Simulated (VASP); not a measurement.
# NdTl2P3 (P-4m2) in VASP: a series of runs, part 2 of 2

VASP 6.6.1. Earlier steps stand in the parts before.

### Step 3. Single point, PBE

Input file INCAR:

```
PREC = Accurate
ENCUT = 500
EDIFF = 1E-6
ISMEAR = 0
SIGMA = 0.1
LREAL = False
LASPH = True
NELM = 200
ALGO = Normal
ISIF = 2
LWAVE = False
LCHARG = True
GGA = PE
LELF = True
LVHAR = True
NBANDS = 35
GGA_COMPAT = False
LMAXMIX = 6
```

Input file KPOINTS:

```
regular mesh
0
Gamma
  4 4 2
```

Input file POSCAR:

```
NdTl2P3
1.0
    4.1663560466      0.0000000000      0.0000000000
    0.0000000000      4.1663560466      0.0000000000
    0.0000000000      0.0000000000      7.9786961088
Nd Tl P
1 2 3
Direct
    0.5000000000      0.5000000000      0.0000000000
    0.5000000000      0.0000000000      0.6397187446
    0.0000000000      0.5000000000      0.3602812554
    0.5000000000      0.0000000000      0.2729126269
    0.0000000000      0.5000000000      0.7270873731
    0.0000000000      0.0000000000      0.0000000000
```

Potentials or basis: VASP PAW PBE potentials, release 64 (Nd_3, Tl_d, P), 4f in core.

Started as:

```sh
> cat potpaw_PBE.64/Nd_3/POTCAR potpaw_PBE.64/Tl_d/POTCAR potpaw_PBE.64/P/POTCAR > POTCAR
> mpirun -np 1 vasp_std > vasp.out
```

OUTCAR:

```text
PREC = Accurate
   ENCUT = 500
   EDIFF = 1E-6
   ISMEAR = 0
   LREAL = False
   LASPH = True
   NELM = 200
   ISIF = 2
   GGA = PE

 ion  position               nearest neighbor table
   1  0.500  0.500  0.000-   6 2.95   6 2.95   6 2.95   6 2.95   5 3.01   5 3.01   4 3.01   4 3.01
                             3 3.55   2 3.55   3 3.55   2 3.55
   2  0.500  0.000  0.640-   4 2.93   5 3.03   5 3.03   5 3.03   5 3.03   1 3.55   1 3.55   3 3.69
                             3 3.69   3 3.69   3 3.69
   3  0.000  0.500  0.360-   5 2.93   4 3.03   4 3.03   4 3.03   4 3.03   1 3.55   1 3.55   2 3.69
                             2 3.69   2 3.69   2 3.69
   4  0.500  0.000  0.273-   2 2.93   1 3.01   1 3.01   3 3.03   3 3.03   3 3.03   3 3.03
   5  0.000  0.500  0.727-   3 2.93   1 3.01   1 3.01   2 3.03   2 3.03   2 3.03   2 3.03
   6  0.000  0.000  0.000-   1 2.95   1 2.95   1 2.95   1 2.95

  LATTYP: Found a simple tetragonal cell.
 ALAT       =     4.1663560466
 C/A-ratio  =     1.9150298293

  Lattice vectors:

 A1 = (   4.1663560466,   0.0000000000,   0.0000000000)
 A2 = (   0.0000000000,   4.1663560466,   0.0000000000)
 A3 = (   0.0000000000,   0.0000000000,   7.9786961088)
[... 173 lines left out ...]
 cond. band min:       6.1081255694   @ k =   0.2500   0.0000   0.5000
 fundamental gap:      0.0606730002
 Fermi energy:         6.0650308864

 k-point     1 :       0.0000    0.0000    0.0000
  band No.  band energies     occupation
      1     -31.4476      2.00000
      2     -12.7831      2.00000
      3     -12.5813      2.00000
      4     -12.5813      2.00000
      5      -5.7145      2.00000
      6      -5.5912      2.00000
[... 445 lines left out ...]
     34      11.1881      0.00000
     35      11.2049      0.00000

------------------------ aborting loop because EDIFF is reached ----------------------------------------

  FORCE on cell =-STRESS in cart. coord.  units (eV):
  Direction    XX          YY          ZZ          XY          YZ          ZX
  --------------------------------------------------------------------------------------
  -------------------------------------------------------------------------------------
  Total        0.0346360      0.0346360      0.2806946      0.0000000      0.0000000      0.0000000
  in kB        0.4006759      0.4006759      3.2471322      0.0000000      0.0000000      0.0000000
  external PRESSURE =       1.3494947 kB  Pullay stress =       0.0000000 kB

 VOLUME and BASIS-vectors are now :
 -----------------------------------------------------------------------------
  energy-cutoff  :      500.00
  volume of cell :      138.50
      direct lattice vectors                 reciprocal lattice vectors
     4.166356047  0.000000000  0.000000000     0.240017893  0.000000000  0.000000000
     0.000000000  4.166356047  0.000000000     0.000000000  0.240017893  0.000000000
     0.000000000  0.000000000  7.978696109     0.000000000  0.000000000  0.125333762

 POSITION                                       TOTAL-FORCE (eV/Angst)
 -----------------------------------------------------------------------------------
      2.08318      2.08318      0.00000         0.000000     -0.000000      0.000000
      2.08318      0.00000      5.10412         0.000000      0.000000     -0.008384
      0.00000      2.08318      2.87457        -0.000000      0.000000      0.008384
      2.08318      0.00000      2.17749         0.000000      0.000000     -0.015870
      0.00000      2.08318      5.80121         0.000000      0.000000      0.015870
      0.00000      0.00000      0.00000         0.000000      0.000000      0.000000
 -----------------------------------------------------------------------------------
    total drift:                                0.000000      0.000000      0.000000

  FREE ENERGIE OF THE ION-ELECTRON SYSTEM (eV)
  ---------------------------------------------------
  free  energy   TOTEN  =       -26.5321618860 eV

  energy  without entropy=      -26.5051102324  energy(sigma->0) =      -26.51863606
```

stdout:

```text
POSCAR found type information on POSCAR NdTlP
 POSCAR found :  3 types and       6 ions
 scaLAPACK will be used
 LDA part: xc-table for (Slater+PW92), standard interpolation
 POSCAR, INCAR and KPOINTS ok, starting setup
 FFT: planning ... GRIDC
 FFT: planning ... GRID_SOFT
 FFT: planning ... GRID
 WAVECAR not read
 entering main loop
```

Wall time 27 s (1 thread of Intel Xeon 6975P-C (Granite Rapids), shared host); peak memory 0.24 GiB.

Results:

- Free energy: -26.5322 eV
- Pressure: 0.1 GPa
- Largest force: 0.016 eV/Å
- Band gap on the k mesh: zero (bands 26 and 27 overlap by 1.72 eV)

Forces on the atoms (eV/Å):
```
Nd   0.000  0.000  0.000
Tl   0.000  0.000 -0.008
Tl   0.000  0.000  0.008
P    0.000  0.000 -0.016
P    0.000  0.000  0.016
P    0.000  0.000  0.000
```

Caveat: the k points lie up to 0.39 Å⁻¹ apart, too coarse for converged energies and pressures of a metal; spin-orbit coupling is left out, which moves the levels of the heavy elements; the 4f electrons are frozen in the core, so they carry no moment and show no levels. Spin polarisation is off, so any magnetic state and its effect on volume and gap are missing.
